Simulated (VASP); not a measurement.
# Ti12H (a cell with a defect) in VASP: a series of runs, part 2 of 2

VASP 6.6.1. Earlier steps stand in the parts before.

## 4. Single point, PBE+D3(BJ)

INCAR reads:

```
  PREC = Accurate
  ENCUT = 520
  EDIFF = 1E-7
  ISMEAR = 0
  SIGMA = 0.1
  LREAL = F
  LASPH = T
  NELM = 60
  ALGO = Normal
  ISIF = 2
  LWAVE = F
  LCHARG = F
  GGA = PE
  IVDW = 12
  NBANDS = 84
```

KPOINTS reads:

```
regular mesh
0
Gamma
  3 2 4
```

POSCAR reads:

```
Ti12H
1.0
    5.9000000000      0.0000000000      0.0000000000
   -4.4250000000      7.6643250000      0.0000000000
    0.0000000000      0.0000000000      4.6846000000
Ti H
12 1
Direct
   -0.0012188905     -0.0010550179     -0.0057725313
    0.1754078978      0.2317947112      0.5108747812
   -0.0008434040      0.3345999811     -0.0016752764
    0.1644474639      0.5544546976      0.4939971396
    0.0015574882      0.6658994758     -0.0060735175
    0.1702677298      0.8848134702      0.5068069846
    0.4986717273     -0.0014688834     -0.0010775733
    0.6672531115      0.2231460696      0.5023946548
    0.5051568493      0.3372296973      0.0008831063
    0.6687181013      0.5569895588      0.4961700038
    0.4950263962      0.6637084153     -0.0095587670
    0.6564542804      0.8844594925      0.5063004312
    0.0016614796      0.0023138372      0.3900920036
```

Potentials or basis: VASP PAW PBE potentials, release 64 (Ti_sv, H).

On the command line:

```
$ cat potpaw_PBE.64/Ti_sv/POTCAR potpaw_PBE.64/H/POTCAR > POTCAR
$ mpirun -np 1 vasp_std > vasp.out
```

OUTCAR:

```text
PREC = Accurate
   ENCUT = 520
   EDIFF = 1E-7
   ISMEAR = 0
   LREAL = F
   LASPH = T
   NELM = 60
   ISIF = 2
   GGA = PE
   IVDW = 12
 IVDW          = 12

 ion  position               nearest neighbor table
   1  0.999  0.999  0.994-  13 1.85   6 2.88  12 2.88   2 2.88
   2  0.175  0.232  0.511-  13 1.85   3 2.84   9 2.85   1 2.88   4 2.89  10 2.90
   3  0.999  0.335  0.998-   2 2.84   4 2.87   8 2.88   4 2.90   8 2.91  11 2.92
   4  0.164  0.554  0.494-   3 2.87  11 2.87   5 2.89   5 2.89   2 2.89  11 2.90   3 2.90   6 2.91
                            12 2.91
   5  0.002  0.666  0.994-   6 2.83   4 2.89  10 2.89   4 2.89  10 2.90   9 2.92
   6  0.170  0.885  0.507-  13 1.85   5 2.83   7 2.85  12 2.87   1 2.88   4 2.91   7 2.91
   7  0.499  0.999  0.999-   6 2.85  12 2.86   8 2.89  12 2.91   6 2.91   8 2.92
   8  0.667  0.223  0.502-   3 2.88   9 2.89   7 2.89   9 2.90   3 2.91   7 2.92
   9  0.505  0.337  0.001-   2 2.85  10 2.87   8 2.89   8 2.90  10 2.90   5 2.92  11 2.92
  10  0.669  0.557  0.496-   9 2.87  11 2.88   5 2.89   2 2.90   9 2.90   5 2.90  11 2.92
  11  0.495  0.664  0.990-  12 2.83   4 2.87  10 2.88   4 2.90   3 2.92  10 2.92   9 2.92
  12  0.656  0.884  0.506-  13 1.85  11 2.83   7 2.86   6 2.87   1 2.88   7 2.91   4 2.91
  13  0.002  0.002  0.390-   6 1.85  12 1.85   2 1.85   1 1.85

  LATTYP: Found a simple monoclinic cell.
 ALAT       =     5.9000000000
 B/A-ratio  =     0.7940000000
 C/A-ratio  =     1.3228756849
 COS(beta)  =    -0.1889822323

  Lattice vectors:

 A1 = (   5.9000000000,   0.0000000000,   0.0000000000)
 A2 = (   0.0000000000,   0.0000000000,   4.6846000000)
 A3 = (  -1.4750000000,  -7.6643250000,   0.0000000000)

Analysis of symmetry for initial positions (statically):
=====================================================================
 Subroutine PRICEL returns:
 Original cell was already a primitive cell.

 Routine SETGRP: Setting up the symmetry group for a
 simple monoclinic supercell.

 Subroutine GETGRP returns: Found  1 space group operations
 (whereof  1 operations were pure point group operations)
 out of a pool of  4 trial point group operations.
[... 180 lines left out ...]
 maximum number of plane-waves:      5706
 NGX is ok and might be reduce to    48
   NGX = 21   NGY = 33   NGZ = 17

 number of electron     145.0000005 magnetization

 Free energy of the ion-electron system (eV)
  ---------------------------------------------------
  ext. energy  EPLUGINS =         0.00000000
  ---------------------------------------------------
  free energy    TOTEN  =       -97.70476987 eV

  energy without entropy =      -97.59642548  energy(sigma->0) =      -97.65059767

 E-fermi :   8.2803     XC(G=0): -11.4692

 val. band max:        8.2801985693   @ k =   0.3333  -0.0000   0.5000
 cond. band min:       8.2833451162   @ k =  -0.3333   0.0000   0.2500
 fundamental gap:      0.0031465469
 Fermi energy:         8.2802760678

 k-point     1 :       0.0000    0.0000    0.0000
  band No.  band energies     occupation
      1     -48.6497      2.00000
      2     -48.5840      2.00000
      3     -48.5676      2.00000
      4     -48.5508      2.00000
      5     -48.5304      2.00000
      6     -48.5227      2.00000
[... 1207 lines left out ...]
     83       8.7276      0.00000
     84       8.7404      0.00000

------------------------ aborting loop because EDIFF is reached ----------------------------------------

 Edisp (eV)   -7.28770

 E8    (eV) :    -3.4285

  FORCE on cell =-STRESS in cart. coord.  units (eV):
  Direction    XX          YY          ZZ          XY          YZ          ZX
  --------------------------------------------------------------------------------------
  -------------------------------------------------------------------------------------
  Total      -8.09165    -8.15618    -6.79943     0.06836     0.12535     0.00507
  in kB     -61.19973   -61.68776   -51.42622     0.51699     0.94804     0.03834
  external pressure =      -58.10 kB  Pullay stress =        0.00 kB

 VOLUME and BASIS-vectors are now :
 -----------------------------------------------------------------------------
  energy-cutoff  :      520.00
  volume of cell :      211.84
      direct lattice vectors                 reciprocal lattice vectors
     5.900000000  0.000000000  0.000000000     0.169491525  0.097855976  0.000000000
    -4.425000000  7.664325000  0.000000000     0.000000000  0.130474634  0.000000000
     0.000000000  0.000000000  4.684600000     0.000000000  0.000000000  0.213465397

 POSITION                                       TOTAL-FORCE (eV/Angst)
 -----------------------------------------------------------------------------------
      1.47248      7.65624      4.65756         0.002253     -0.004934     -0.014983
      0.00921      1.77655      2.39324         0.006315      0.037820      0.029606
      4.41442      2.56448      4.67675        -0.003904     -0.000954     -0.001112
     -1.48322      4.24952      2.31418        -0.001882     -0.002782     -0.000787
     -2.93742      5.10367      4.65615         0.001873      0.010439     -0.003992
     -2.91072      6.78150      2.37419         0.014690     -0.007622     -0.000603
     -1.47634      7.65307      4.67955        -0.007605     -0.009893     -0.000884
      2.94937      1.71026      2.35352         0.002117     -0.000853     -0.005049
      1.48818      2.58464      0.00414         0.003972      0.001868      0.002203
      1.48076      4.26895      2.32436         0.002954     -0.002827     -0.005541
     -0.01625      5.08688      4.63982        -0.001929     -0.005743     -0.010771
     -0.04065      6.77878      2.37181        -0.018796     -0.008874      0.000889
     -0.00044      0.01773      1.82743        -0.000058     -0.005646      0.011023
 -----------------------------------------------------------------------------------
    total drift:                               -0.000170      0.000193     -0.000206

  FREE ENERGIE OF THE ION-ELECTRON SYSTEM (eV)
  ---------------------------------------------------
  free  energy   TOTEN  =      -104.9924682178 eV

  energy  without entropy=     -104.8841238287  energy(sigma->0) =     -104.93829602
```

OSZICAR:

```text
N       E                     dE             d eps       ncg     rms          rms(c)
DAV:   1     0.217107536345E+04    0.21711E+04   -0.71581E+04  2352   0.215E+03
[... 14 lines left out ...]
DAV:  16    -0.977047943716E+02   -0.14934E-04   -0.39559E-04  3696   0.144E-01    0.327E-02
DAV:  17    -0.977047765001E+02    0.17871E-04   -0.13395E-04  3064   0.977E-02    0.129E-02
DAV:  18    -0.977047722965E+02    0.42036E-05   -0.23310E-05  3136   0.361E-02    0.108E-02
DAV:  19    -0.977047702672E+02    0.20293E-05   -0.91168E-06  3048   0.271E-02    0.629E-03
DAV:  20    -0.977047700737E+02    0.19343E-06   -0.35560E-06  3240   0.152E-02    0.408E-03
DAV:  21    -0.977047697832E+02    0.29051E-06   -0.16403E-06  2904   0.112E-02    0.165E-03
DAV:  22    -0.977047698651E+02   -0.81887E-07   -0.22040E-07  1776   0.410E-03
   1 F= -.10499247E+03 E0= -.10493830E+03  d E =-.108344E+00
```

Run time: 7.8 min. Hardware: 1 thread of Intel Xeon Platinum 8259CL at 2.50GHz (Skylake/Cascade Lake), shared host; peak memory 0.43 GiB.

Results:

| Item | Value |
| --- | --- |
| Free energy | -104.9925 eV |
| Pressure | -5.8 GPa |
| Largest force | 0.048 eV/Å |
| Band gap on the k mesh | zero (an odd number of electrons rules out a gap without spin polarisation) |
| Dispersion energy per atom | -0.561 eV |

Forces on the atoms (eV/Å):
```
Ti   0.002 -0.005 -0.015
Ti   0.006  0.038  0.030
Ti  -0.004 -0.001 -0.001
Ti  -0.002 -0.003 -0.001
Ti   0.002  0.010 -0.004
Ti   0.015 -0.008 -0.001
Ti  -0.008 -0.010 -0.001
Ti   0.002 -0.001 -0.005
Ti   0.004  0.002  0.002
Ti   0.003 -0.003 -0.006
Ti  -0.002 -0.006 -0.011
Ti  -0.019 -0.009  0.001
H    0.000 -0.006  0.011
```

Levels at points of the mesh, in eV from the Fermi level:
| k point | band 70 | band 71 | band 72 | band 73 | band 74 | band 75 |
| --- | --- | --- | --- | --- | --- | --- |
| (0.00, 0.00, 0.00) | -0.61 | 0.09 | 0.17 | 0.35 | 0.42 | 0.52 |
| (0.00, 0.50, 0.00) | -0.36 | -0.15 | -0.01 | 0.12 | 0.21 | 0.41 |
| (0.00, 0.00, 0.50) | -0.63 | -0.20 | -0.06 | 0.05 | 0.07 | 0.08 |
| (0.00, 0.50, 0.50) | -0.41 | -0.37 | -0.34 | -0.05 | 0.05 | 0.08 |

Caveat: the k points lie up to 0.41 Å⁻¹ apart, too coarse for converged energies and pressures of a metal.

## 5. Summary

| cell | gap on the mesh (eV) | pressure (GPa) | largest force (eV/Å) |
| --- | --- | --- | --- |
| as given, atomic positions A | none | -5.9 | 0.34 |
| as given, atomic positions B | none | -5.9 | 0.25 |
| as given, atomic positions C | none | -5.8 | 0.05 |

Alike in all rows: task single point; level PBE+D3(BJ); potentials or basis VASP PAW PBE potentials, release 64 (Ti_sv, H); no spin polarisation; k mesh 3 × 2 × 4; cutoff (eV) 520; smearing gaussian 0.1 eV.

Caveats: all runs use coarse meshes.

Total energies depend on the potentials used, so only differences within one code and one set of settings carry meaning.
